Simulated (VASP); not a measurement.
Input of a VASP 6.6.1 run:

INCAR

```
SYSTEM = Au
PREC     = Accurate       ! precision mode
ENCUT    = 400            ! plane-wave cutoff, eV
EDIFF    = 1E-8           ! SCF threshold, eV
ISMEAR   = -1             ! smearing method
SIGMA    = 0.03           ! smearing width, eV
LREAL    = .False.        ! projectors in reciprocal space
LASPH    = .True.         ! aspherical terms in the spheres
NELM     = 120            ! most SCF steps
ALGO     = Normal         ! electronic algorithm
ISIF     = 2              ! what is computed and relaxed
LWAVE    = .False.        ! write WAVECAR
LCHARG   = .False.        ! write CHGCAR
GGA      = PS             ! functional
LEFG     = .True.       
NBANDS   = 26             ! bands
GGA_COMPAT= .False.
```

KPOINTS

```
regular mesh
0
Gamma
  14 14 8
  0 0 0
```

POSCAR

```
Au
1.0
    2.8413017565      0.0000000000      0.0000000000
   -1.4206508782      2.4606395010      0.0000000000
    0.0000000000      0.0000000000      4.7812276454
Au
2
Direct
    0.3333333333      0.6666666667      0.7500000000
    0.6666666667      0.3333333333      0.2500000000
```

Potentials or basis: VASP PAW PBE potentials, release 64 (Au_sv_GW).

Run with:

```sh
$ cat potpaw_PBE.64/Au_sv_GW/POTCAR > POTCAR
$ mpirun -np 1 vasp_std > vasp.out
```

Problem. Predict the band gap on the k mesh.

Solution. Zero (band 19 reaches 12.92 eV, above the bottom of band 20 at 6.24 eV).

Problem. Estimate the pressure.

Solution. -0.7 GPa.

Electric field gradients, principal values (V/Å²):
```
atom    least   middle  greatest (by size)
1 Au  -11.506  -11.515              23.021
2 Au  -11.506  -11.515              23.021
```

Caveat: without QUAD_EFG the Cq values of the log hold for a quadrupole moment of 1 mb, not for the nuclei; the PAW data sets were made with another functional, which shifts forces and pressure a little; spin-orbit coupling is left out, which moves the levels of the heavy elements.
